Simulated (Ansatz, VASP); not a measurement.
## Te5Pd in VASP and in Ansatz

File INCAR:

```
  PREC = Accurate
  ENCUT = 600
  EDIFF = 1E-6
  ISMEAR = 0
  SIGMA = 0.1
  LREAL = False
  LASPH = True
  NELM = 100
  ALGO = Normal
  ISIF = 3
  LWAVE = False
  LCHARG = False
  GGA = PE
  IBRION = 2
  NSW = 90
  EDIFFG = -0.04
```

Contents of KPOINTS:

```
regular mesh
0
Gamma
  4 4 4
```

Contents of POSCAR:

```
Te5Pd
1.0
    5.8348916600      0.0000000000      0.0000000000
    0.0000000000      5.8348916600      0.0000000000
    0.0000000000      0.0000000000      5.8348916600
Te Pd
5 1
Direct
    0.7608211500      0.7608211500      0.7608211500
    0.2391788500      0.2391788500      0.7608211500
    0.2391788500      0.7608211500      0.2391788500
    0.7608211500      0.2391788500      0.2391788500
    0.5000000000      0.5000000000      0.5000000000
    0.0000000000      0.0000000000      0.0000000000
```

Input for Ansatz:

```yaml
crystal:
  lattice:
    - [5.83489166, 0.0, 0.0]
    - [0.0, 5.83489166, 0.0]
    - [0.0, 0.0, 5.83489166]
  atoms:
    - { symbol: Te, position: [0.76082115, 0.76082115, 0.76082115] }
    - { symbol: Te, position: [0.23917885, 0.23917885, 0.76082115] }
    - { symbol: Te, position: [0.23917885, 0.76082115, 0.23917885] }
    - { symbol: Te, position: [0.76082115, 0.23917885, 0.23917885] }
    - { symbol: Te, position: [0.5, 0.5, 0.5] }
    - { symbol: Pd, position: [0.0, 0.0, 0.0] }
basis:
  ecutwfc: 420
kpoints:
  mp_grid: { grid: [4, 4, 4] }
hamiltonian:
  xc: pbe
scf:
  occupations: { method: gaussian, width: 0.1 }
  lower_state_search: "off"
output:
  forces: true
  stress: true
  eigenvalues: true
relax:
  adjacent_minimum: "off"
  f_tol: 0.04
  max_steps: 70
  cell: { stress_tol: 0.4 }
```

Alike in both runs: task relaxation of cell and atoms; functional PBE; k mesh 4 × 4 × 4; occupations gaussian, width 0.1 eV; no spin polarisation.

|  | VASP | Ansatz |
| --- | --- | --- |
| version | VASP 6.6.1 | Ansatz 0.2.0 |
| potentials or method | VASP PAW PBE potentials, release 64 (Te, Pd), cutoff 600 eV | scalar-relativistic, plane waves, PAW |
| valence electrons in the cell | 40 | 98 |

Ansatz gave:

| Item | Value |
| --- | --- |
| gap on the k mesh at the Fermi level, each at its own relaxed structure (eV) | none |
| relaxed volume (Å³/atom) | 40.84 |
| relaxed length of the cell vector where the two differ most in proportion (Å) | 6.258 |

**Question.** What did VASP give for the same quantities?

**Answer.** gap on the k mesh at the Fermi level, each at its own relaxed structure (eV): none; relaxed volume (Å³/atom): 40.85; relaxed length of the cell vector where the two differ most in proportion (Å): 6.258.

A gap of «none» marks a metal or a gap that the smearing closes. VASP's potentials hold 40 valence electrons a cell and Ansatz's 98, so a difference there can come from the potentials and not from the codes.

Neither program's run includes spin-orbit coupling. Noted on VASP's run: the volume moved by over 15 % at a fixed basis, so the end points are rough.
